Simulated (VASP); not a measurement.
Crystal: BP (rocksalt type).

```
CELL_PARAMETERS angstrom
0.00000 1.76975 1.76975
1.76975 0.00000 1.76975
1.76975 1.76975 0.00000
ATOMIC_POSITIONS crystal
B 0.00000 0.00000 0.00000
P 0.50000 0.50000 0.50000
```

Base run:

| Quantity | Value |
| --- | --- |
| Program | VASP 6.6.1 |
| Functional | r2SCAN |
| Potentials or basis | VASP PAW PBE potentials, release 64 (B, P) |
| Cutoff | 520 eV |
| k mesh | 17 × 17 × 17 |
| Occupations | tetrahedron |
| Spin | no spin polarisation |

Its results: band gap on the k mesh zero (band 4 reaches 21.21 eV, above the bottom of band 5 at 18.93 eV); pressure 271.1 GPa.

Q: The run is repeated on the same cell with these changes: occupations from tetrahedron to fermi-dirac, width 0.1 eV. What comes out?

A: Band gap on the k mesh zero (band 4 reaches 21.21 eV, above the bottom of band 5 at 18.93 eV); pressure 272.6 GPa.

Caveats: the PAW data sets were made with another functional, which shifts forces and pressure a little; tetrahedron occupations give inexact forces and stress in metals (some runs).
